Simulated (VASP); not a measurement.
PbS: single point with PBE

System: PbS, a slab with vacuum.

```xyz
4
Lattice="2.9791 -2.9419 -0.0077 2.9928 2.9558 -0.0159 -1.1436 -0.0191 11.9907" Properties=species:S:1:pos:R:3 pbc="T T T"
Pb    3.8535    0.0264    7.5884
Pb    0.9242    0.0407    4.3618
S     0.9911   -0.0548    7.1867
S     3.8880   -0.0227    4.7974
```

This cell differs from its parent crystal: atoms moved at random and the cell strained at random.

```yaml
Program: VASP 6.6.1
Task: single point
Functional: PBE
Potentials_or_basis: VASP PAW PBE potentials, release 64 (Pb_d, S)
Cutoff: 500 eV
k_mesh: 8 × 8 × 4
Occupations: gaussian, width 0.02 eV
Spin: no spin polarisation
Dipole_correction: no
Further_INCAR_settings: ALGO = Normal; EDIFF = 1e-06; NBANDS = 28
```

```yaml
Largest_force: 0.790 eV/Å
Band_gap_on_the_k_mesh: 1.32 eV (least direct gap 1.33 eV)
```

Forces in eV/Å, atoms in the order of the input:
```
Pb   0.009 -0.013 -0.621
Pb  -0.004 -0.005  0.790
S   -0.097  0.050 -0.267
S    0.092 -0.032  0.098
```

Levels at points of the mesh, in eV from the valence-band top:
```csv
k point,band 17,band 18,band 19,band 20,band 21,band 22,band 23,band 24
"(0.00, 0.00, 0.00)",-2.21,-1.32,-1.21,-0.01,1.43,3.04,4.86,5.04
"(0.50, 0.00, 0.00)",-1.01,-0.86,-0.38,-0.25,1.96,2.04,3.05,3.18
"(0.00, 0.50, 0.00)",-0.96,-0.85,-0.34,-0.24,1.99,2.13,3.10,3.17
"(0.50, 0.50, 0.00)",-2.73,-2.68,-1.41,-1.32,3.53,3.68,4.55,4.68
"(0.00, 0.00, 0.50)",-2.21,-1.32,-1.21,-0.01,1.32,3.71,4.35,4.86
"(0.50, 0.00, 0.50)",-1.01,-0.86,-0.38,-0.25,1.96,2.03,3.05,3.18
"(0.00, 0.50, 0.50)",-0.96,-0.85,-0.34,-0.25,1.99,2.13,3.10,3.18
"(0.50, 0.50, 0.50)",-2.73,-2.68,-1.41,-1.32,3.52,3.67,4.55,4.68
```

Run time: 9.2 min on 1 thread of AMD EPYC 9R45 96-Core Processor (Zen 5), on a shared host, peak memory 0.67 GiB.

Caveat: the cell differs from its parent crystal (atoms moved at random and the cell strained at random); there is no dipole correction, which matters where the two faces differ; spin-orbit coupling is left out, which moves the levels of the heavy elements.
